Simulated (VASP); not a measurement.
A run of VASP 6.6.1 is set up as follows.

Contents of INCAR:

```
  PREC = Accurate
  ENCUT = 1300
  EDIFF = 1E-6
  ISMEAR = 0
  SIGMA = 0.02
  LREAL = F
  LASPH = T
  NELM = 120
  ALGO = Normal
  ISIF = 2
  LWAVE = F
  LCHARG = F
  GGA = PS
  NBANDS = 16
  GGA_COMPAT = F
```

The input KPOINTS:

```
regular mesh
0
Gamma
  9 9 6
```

POSCAR

```
C
1.0
    2.4987275326      0.0000000000      0.0000000000
   -1.2493637663      2.1639615204      0.0000000000
    0.0000000000      0.0000000000      4.1605888148
C
4
Direct
    0.3333333333      0.6666666667     -0.0002008250
    0.6666666667      0.3333333333      0.4997991750
    0.3333333333      0.6666666667      0.3742008250
    0.6666666667      0.3333333333      0.8742008250
```

Potentials or basis: VASP PAW PBE potentials, release 64 (C_h).

The run is started by

```bash
$ cat potpaw_PBE.64/C_h/POTCAR > POTCAR
$ mpirun -np 1 vasp_std > vasp.out
```

Task: What does it give for the pressure?

Result: 0.2 GPa.

Task: Estimate the band gap on the k mesh.

Result: 3.05 eV (least direct gap 4.93 eV).

Caveat: the PAW data sets were made with another functional, which shifts forces and pressure a little. A k mesh can miss the band edges.
